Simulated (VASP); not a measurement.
# AlP in VASP: a series of runs, part 2 of 2

VASP 6.6.1.

### 3 Single point, PBE

This run uses another cell than the first one.

Input file INCAR:

```
PREC     = Accurate       # precision mode
ENCUT    = 400            # plane-wave cutoff, eV
EDIFF    = 1E-6           # SCF threshold, eV
ISMEAR   = 0              # smearing method
SIGMA    = 0.1            # smearing width, eV
LREAL    = F              # projectors in reciprocal space
LASPH    = T              # aspherical terms in the spheres
NELM     = 120            # most SCF steps
ALGO     = Normal         # electronic algorithm
ISIF     = 2              # what is computed and relaxed
LWAVE    = F              # write WAVECAR
LCHARG   = T              # write CHGCAR
LDIPOL   = T            
IDIPOL   = 3            
DIPOL    = 0.5 0.5 0.500
GGA      = PE             # functional
LELF     = T              # ELF
LVHAR    = T            
LVACPOTAV= T            
NBANDS   = 16             # bands
GGA_COMPAT= F            
NELMDL   = -8
```

Input file KPOINTS:

```
regular mesh
0
Gamma
  4 4 1
```

Input file POSCAR:

```
AlP
1.0
    3.8544390000      0.0000000000      0.0000000000
    0.0000000000      3.8544390000      0.0000000000
    0.0000000000      0.0000000000     12.0882499319
Al P
2 2
Direct
    0.0000000000      0.0000000000      0.3308998426
    0.5000000000      0.5000000000      0.5563667191
    1.0000000000      0.5000000000      0.4436332809
    0.5000000000      0.0000000000      0.6691001574
```

Potentials or basis: VASP PAW PBE potentials, release 64 (Al, P).

The run is started by

```console
> cat potpaw_PBE.64/Al/POTCAR potpaw_PBE.64/P/POTCAR > POTCAR
> mpirun -np 1 vasp_std > vasp.out
```

It took 38 s on 1 thread of Intel Xeon 8259CL, shared host; peak memory 0.23 GiB.

Results (log left out):

- Free energy: -16.6846 eV
- Largest force: 1.045 eV/Å

Forces in eV/Å, atoms in the order of the input:
```
Al   0.000  0.000  0.128
Al   0.000  0.000  1.045
P    0.000  0.000 -0.801
P    0.000  0.000 -0.372
```

Levels at points of the mesh, in eV from the Fermi level:
| k point | band 5 | band 6 | band 7 | band 8 | band 9 | band 10 | band 11 | band 12 |
| --- | --- | --- | --- | --- | --- | --- | --- | --- |
| (0.00, 0.00, 0.00) | -2.16 | -1.67 | -0.54 | 0.01 | 0.79 | 1.96 | 2.46 | 3.61 |
| (0.50, 0.00, 0.00) | -1.67 | -1.49 | -1.06 | -0.49 | 0.68 | 0.72 | 3.07 | 4.02 |
| (0.00, 0.50, 0.00) | -2.30 | -1.59 | -1.59 | -0.08 | 1.19 | 2.77 | 3.41 | 4.00 |
| (0.50, 0.50, 0.00) | -3.14 | -2.72 | -1.20 | -1.13 | 0.31 | 0.40 | 3.10 | 3.23 |

Caveat: the k points lie up to 0.41 Å⁻¹ apart.

### 4 Single point, PBE

This run uses another cell than the first one.

Input file INCAR:

```
PREC     = Accurate       # precision mode
ENCUT    = 400            # plane-wave cutoff, eV
EDIFF    = 1E-6           # SCF threshold, eV
ISMEAR   = 0              # smearing method
SIGMA    = 0.1            # smearing width, eV
LREAL    = False          # projectors in reciprocal space
LASPH    = True           # aspherical terms in the spheres
NELM     = 120            # most SCF steps
ALGO     = Normal         # electronic algorithm
ISIF     = 2              # what is computed and relaxed
LWAVE    = False          # write WAVECAR
LCHARG   = False          # write CHGCAR
LDIPOL   = True         
IDIPOL   = 3            
DIPOL    = 0.5 0.5 0.500
GGA      = PE             # functional
NBANDS   = 16             # bands
GGA_COMPAT= False        
NELMDL   = -8
```

KPOINTS is that of step 3.

Input file POSCAR:

```
AlP
1.0
    3.8544390000      0.0000000000      0.0000000000
    0.0000000000      3.8544390000      0.0000000000
    0.0000000000      0.0000000000     14.0882499319
Al P
2 2
Direct
    0.0000000000      0.0000000000      0.3549056855
    0.5000000000      0.5000000000      0.5483647715
    1.0000000000      0.5000000000      0.4516352285
    0.5000000000      0.0000000000      0.6450943145
```

The run is started by

```console
> cat potpaw_PBE.64/Al/POTCAR potpaw_PBE.64/P/POTCAR > POTCAR
> mpirun -np 1 vasp_std > vasp.out
```

Run time: 56 s. Hardware: 1 thread of Intel Xeon 8259CL, shared host; peak memory 0.25 GiB.

It converged, with:

```yaml
Free_energy: -16.6859 eV
Largest_force: 1.046 eV/Å
```

Forces on the atoms (eV/Å):
```
Al   0.000  0.000  0.127
Al   0.000  0.000  1.046
P    0.000  0.000 -0.802
P    0.000  0.000 -0.371
```

Levels at points of the mesh, in eV from the Fermi level:
```csv
k point,band 4,band 5,band 6,band 7,band 8,band 9,band 10,band 11,band 12,band 13
"(0.00, 0.00, 0.00)",-2.25,-2.16,-1.68,-0.54,0.02,0.79,1.95,2.46,3.54,4.25
"(0.50, 0.00, 0.00)",-4.45,-1.67,-1.49,-1.06,-0.49,0.68,0.71,3.07,4.02,5.23
"(0.00, 0.50, 0.00)",-4.99,-2.31,-1.59,-1.59,-0.09,1.19,2.77,3.41,4.00,4.66
"(0.50, 0.50, 0.00)",-5.23,-3.15,-2.72,-1.20,-1.13,0.31,0.40,3.10,3.23,4.31
```

Caveat: the k points lie up to 0.41 Å⁻¹ apart.

### 5 Single point, PBE

This run uses another cell than the first one.

Input file INCAR:

```
SYSTEM = AlP
PREC = Accurate ; ENCUT = 400
EDIFF = 1E-6 ; ISMEAR = 0
SIGMA = 0.1 ; LREAL = .FALSE.
LASPH = .TRUE. ; NELM = 120
ALGO = Normal ; ISIF = 2
LWAVE = .FALSE. ; LCHARG = .TRUE.
LDIPOL = .TRUE. ; IDIPOL = 3
DIPOL = 0.5 0.5 0.500 ; GGA = PE
LELF = .TRUE. ; LVHAR = .TRUE.
LVACPOTAV = .TRUE. ; NBANDS = 16
GGA_COMPAT = .FALSE. ; NELMDL = -8
```

Input file KPOINTS:

```
regular mesh
0
G
  4 4 1
  0 0 0
```

Input file POSCAR:

```
AlP
1.0
    3.8544390000      0.0000000000      0.0000000000
    0.0000000000      3.8544390000      0.0000000000
    0.0000000000      0.0000000000     17.0882499319
Al P
2 2
Direct
    0.0000000000      0.0000000000      0.3803783317
    0.5000000000      0.5000000000      0.5398738894
    1.0000000000      0.5000000000      0.4601261106
    0.5000000000      0.0000000000      0.6196216683
```

The run is started by

```console
> cat potpaw_PBE.64/Al/POTCAR potpaw_PBE.64/P/POTCAR > POTCAR
> mpirun -np 1 vasp_std > vasp.out
```

It took 85 s on 1 thread of Intel Xeon 8259CL, shared host; peak memory 0.28 GiB.

It converged, with:

```yaml
Free_energy: -16.6862 eV
Largest_force: 1.046 eV/Å
```

Forces in eV/Å, atoms in the order of the input:
```
Al   0.000  0.000  0.127
Al   0.000  0.000  1.046
P    0.000  0.000 -0.802
P    0.000  0.000 -0.371
```

Levels at points of the mesh, in eV from the Fermi level:
```csv
k point,band 5,band 6,band 7,band 8,band 9,band 10,band 11,band 12
"(0.00, 0.00, 0.00)",-2.16,-1.68,-0.54,0.02,0.79,1.95,2.46,3.51
"(0.50, 0.00, 0.00)",-1.67,-1.49,-1.06,-0.49,0.68,0.71,3.07,4.02
"(0.00, 0.50, 0.00)",-2.31,-1.59,-1.59,-0.09,1.19,2.77,3.41,4.00
"(0.50, 0.50, 0.00)",-3.15,-2.72,-1.20,-1.13,0.31,0.40,3.10,3.23
```

Caveat: the k points lie up to 0.41 Å⁻¹ apart.

### 6 Single point, PBE

This run uses another cell than the first one.

Input file INCAR:

```
PREC = Accurate
ENCUT = 400
EDIFF = 1E-6
ISMEAR = 0
SIGMA = 0.1
LREAL = False
LASPH = True
NELM = 120
ALGO = Normal
ISIF = 2
LWAVE = False
LCHARG = True
LDIPOL = True
IDIPOL = 3
DIPOL = 0.5 0.5 0.500
GGA = PE
LELF = True
LVHAR = True
LVACPOTAV = True
NBANDS = 16
GGA_COMPAT = False
NELMDL = -8
```

Input file KPOINTS:

```
Automatic mesh
0
Gamma
  4 4 1
```

Input file POSCAR:

```
AlP
1.0
    3.8544390000      0.0000000000      0.0000000000
    0.0000000000      3.8544390000      0.0000000000
    0.0000000000      0.0000000000     20.0882499319
Al P
2 2
Direct
    0.0000000000      0.0000000000      0.3982427552
    0.5000000000      0.5000000000      0.5339190816
    1.0000000000      0.5000000000      0.4660809184
    0.5000000000      0.0000000000      0.6017572448
```

Potentials or basis: VASP PAW PBE potentials, release 64 (Al, P).

The run is started by

```console
> cat potpaw_PBE.64/Al/POTCAR potpaw_PBE.64/P/POTCAR > POTCAR
> mpirun -np 1 vasp_std > vasp.out
```

Wall time 98 s (1 thread of Intel Xeon 8259CL, shared host); peak memory 0.31 GiB.

The run converged. Its results:

| Item | Value |
| --- | --- |
| Free energy | -16.6863 eV |
| Largest force | 1.046 eV/Å |

Forces in eV/Å, atoms in the order of the input:
```
Al   0.000  0.000  0.127
Al   0.000  0.000  1.046
P    0.000  0.000 -0.802
P    0.000  0.000 -0.371
```

Levels at points of the mesh, in eV from the Fermi level:
| k point | band 4 | band 5 | band 6 | band 7 | band 8 | band 9 | band 10 | band 11 | band 12 | band 13 |
| --- | --- | --- | --- | --- | --- | --- | --- | --- | --- | --- |
| (0.00, 0.00, 0.00) | -2.25 | -2.16 | -1.68 | -0.54 | 0.02 | 0.79 | 1.95 | 2.46 | 3.50 | 4.25 |
| (0.50, 0.00, 0.00) | -4.45 | -1.67 | -1.49 | -1.06 | -0.49 | 0.68 | 0.71 | 3.07 | 4.02 | 5.23 |
| (0.00, 0.50, 0.00) | -4.99 | -2.31 | -1.59 | -1.59 | -0.09 | 1.19 | 2.77 | 3.41 | 4.00 | 4.66 |
| (0.50, 0.50, 0.00) | -5.24 | -3.15 | -2.72 | -1.20 | -1.13 | 0.31 | 0.40 | 3.10 | 3.23 | 4.31 |

Caveat: the k points lie up to 0.41 Å⁻¹ apart.

### 7 Overview

| cell | largest force (eV/Å) |
| --- | --- |
| a = 3.854, b = 3.854, c = 10.088 Å, 4 atoms | 1.04 |
| a = 3.854, b = 3.854, c = 12.088 Å, 4 atoms | 1.05 |
| a = 3.854, b = 3.854, c = 14.088 Å, 4 atoms | 1.05 |
| a = 3.854, b = 3.854, c = 17.088 Å, 4 atoms | 1.05 |
| a = 3.854, b = 3.854, c = 20.088 Å, 4 atoms | 1.05 |

Alike in all rows: task single point; level PBE; potentials or basis VASP PAW PBE potentials, release 64 (Al, P); no spin polarisation; k mesh 4 × 4 × 1; cutoff (eV) 400; smearing gaussian 0.1 eV.

Caveats: some runs use coarse meshes.

Total energies depend on the potentials used, so only differences within one code and one set of settings carry meaning.
